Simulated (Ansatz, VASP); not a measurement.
## TiTe2 in VASP and in Ansatz

File INCAR:

```
PREC = Accurate ; ENCUT = 400
EDIFF = 1E-8 ; ISMEAR = -1
SIGMA = 0.05 ; LREAL = F
LASPH = T ; NELM = 120
ALGO = Normal ; ISIF = 2
LWAVE = F ; LCHARG = F
GGA = PE ; LEFG = T
NBANDS = 19 ; GGA_COMPAT = F
```

Contents of KPOINTS:

```
regular mesh
0
Gamma
  10 10 5
```

POSCAR

```
TiTe2
1.0
    3.7770000000      0.0000000000      0.0000000000
   -1.8885000000      3.2709779501      0.0000000000
    0.0000000000      0.0000000000      6.4980000000
Ti Te
1 2
Direct
    0.0000000000      0.0000000000      0.0000000000
    0.6666666667      0.3333333333      0.2628000000
    0.3333333333      0.6666666667      0.7372000000
```

Input for Ansatz:

```yaml
crystal:
  lattice:
    - [3.777, 0.0, 0.0]
    - [-1.8885, 3.2709779501, 0.0]
    - [0.0, 0.0, 6.498]
  atoms:
    - { symbol: Ti, position: [0.0, 0.0, 0.0] }
    - { symbol: Te, position: [0.6666666667, 0.3333333333, 0.2628] }
    - { symbol: Te, position: [0.3333333333, 0.6666666667, 0.7372] }
kpoints:
  mp_grid: { grid: [10, 10, 5] }
scf:
  occupations: { method: fermi_dirac, width: 0.05 }
hamiltonian:
  xc: pbe
  pseudopotentials: { kind: paw }
output:
  forces: true
  stress: true
  populations: true
  efg: { quadrupole_moments_barn: { Ti: 0.247 }, contact_densities: true }
```

Alike in both runs: task electric field gradients; functional PBE; k mesh 10 × 10 × 5; occupations fermi-dirac, width 0.05 eV; no spin polarisation.

```csv
,VASP,Ansatz
version,VASP 6.6.1,Ansatz 0.2.0
potentials or method,"VASP PAW PBE potentials, release 64 (Ti_sv, Te)","plane-wave PAW, scalar-relativistic"
plane-wave cutoff (eV),400,420
valence electrons in the cell,24,44
```

VASP gave:

* pressure (GPa): 0.8
* traceless stress, the component that is largest in VASP (GPa): 0.59
* rms of the force components (eV/Å): 0.019
* size of Vzz on the site where it differs most (V/Å²): 56.7

Problem. What did Ansatz give for the same quantities?

Solution. Pressure (GPa): 0.9; traceless stress, the component that is largest in VASP (GPa): 0.58; rms of the force components (eV/Å): 0.013; size of Vzz on the site where it differs most (V/Å²): 59.7.

Atom by atom the forces differ by 0.006 eV/Å (rms over components). VASP's potentials hold 24 valence electrons a cell and Ansatz's 44, so a difference there can come from the potentials and not from the codes.

Spin-orbit coupling is off throughout.
